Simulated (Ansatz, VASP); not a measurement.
**ZnCd3Se3S: VASP beside Ansatz**

```xyz
8
Lattice="4.2897 0.0000 0.0000 0.0000 4.2668 0.0000 0.0000 0.0000 11.8881" Properties=species:S:1:pos:R:3 pbc="T T T"
Zn    0.0000    0.0000    0.1050
Cd    0.0000    0.0000    5.9001
Cd    2.1448    2.1334    9.0895
Cd    2.1448    2.1334    2.7156
Se    2.1448    0.0000    4.3173
Se    0.0000    2.1334    7.5053
Se    2.1448    0.0000   10.6971
S     0.0000    2.1334    1.2785
```

Alike in both runs: functional PBE; k mesh 3 × 3 × 1; occupations gaussian, width 0.15 eV; no spin polarisation.

Ansatz relaxed the structure, and its values are those at the end. VASP's run is a single point on that final structure, the one shown.

|  | VASP | Ansatz |
| --- | --- | --- |
| version | VASP 6.6.1 | Ansatz 0.2.0 |
| potentials or method | VASP PAW PBE potentials, release 64 (Zn, Cd, Se, S), cutoff 520 eV | scalar-relativistic, plane waves, PAW |
| valence electrons in the cell | 72 | 126 |

Ansatz gave:

```
gap on the k mesh at the Fermi level (eV) : 0.65
least direct gap on the mesh (eV)         : 0.65
pressure (GPa)                            : 0.0
rms of the force components (eV/Å)        : 0.009
```

Question: Which values does VASP return?

Answer: gap on the k mesh at the Fermi level (eV): 0.65; least direct gap on the mesh (eV): 0.65; pressure (GPa): 0.3; rms of the force components (eV/Å): 0.011.

VASP's potentials hold 72 valence electrons a cell and Ansatz's 126, so a difference there can come from the potentials and not from the codes.

The k mesh is coarse, so the values compare programs but aren't converged.
